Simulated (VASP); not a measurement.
The system is TaRu.

```
Ta Ru
1.0
     3.05634    0.00000    0.00000
     0.00000    3.05634    0.00000
     0.00000    0.00000    3.42260
Ta Ru
1 1
Direct
  0.50000 0.50000 0.50000
  0.00000 0.00000 0.00000
```

```yaml
Program: VASP 6.6.1
Task: relaxation of cell and atoms
Functional: LDA
Potentials_or_basis: VASP PAW LDA potentials, release 64 (Ta_pv, Ru_pv)
Cutoff: 600 eV
k_mesh: 14 × 14 × 12
Occupations: gaussian, width 0.1 eV
Spin: no spin polarisation
```

At the start: pressure -12.7 GPa; volume 15.99 Å³/atom.

Task: Where does the relaxation end?

Result: Over 11 steps the energy falls by 31.4 meV/atom and the volume is 15.23 Å³/atom (-4.8 %); space group P4/mmm (No. 123, to 0.05 Å).

Step by step:
```csv
step,energy change (eV),largest force (eV/Å),pressure (GPa),volume (Å³)
1,0.0000,0.0000,-12.67,31.97
2,0.5379,0.0000,54.64,26.47
3,-0.0626,0.0000,-0.82,30.54
4,-0.0628,0.0000,-0.16,30.46
5,-0.0628,0.0000,0.12,30.44
6,-0.0628,0.0000,-0.26,30.48
7,-0.0628,0.0000,-0.05,30.45
8,-0.0628,0.0000,-0.02,30.45
9,-0.0628,0.0000,-0.08,30.45
10,-0.0628,0.0000,0.01,30.45
11,-0.0628,0.0000,-0.02,30.45
```

Final structure:
```yaml
crystal:
  lattice:
    - [3.00596, 0.00000, 0.00000]
    - [0.00000, 3.00596, 0.00000]
    - [0.00000, 0.00000, 3.37010]
  atoms:
    - { symbol: Ta, position: [0.50000, 0.50000, 0.50000] }
    - { symbol: Ru, position: [0.00000, 0.00000, 0.00000] }
```
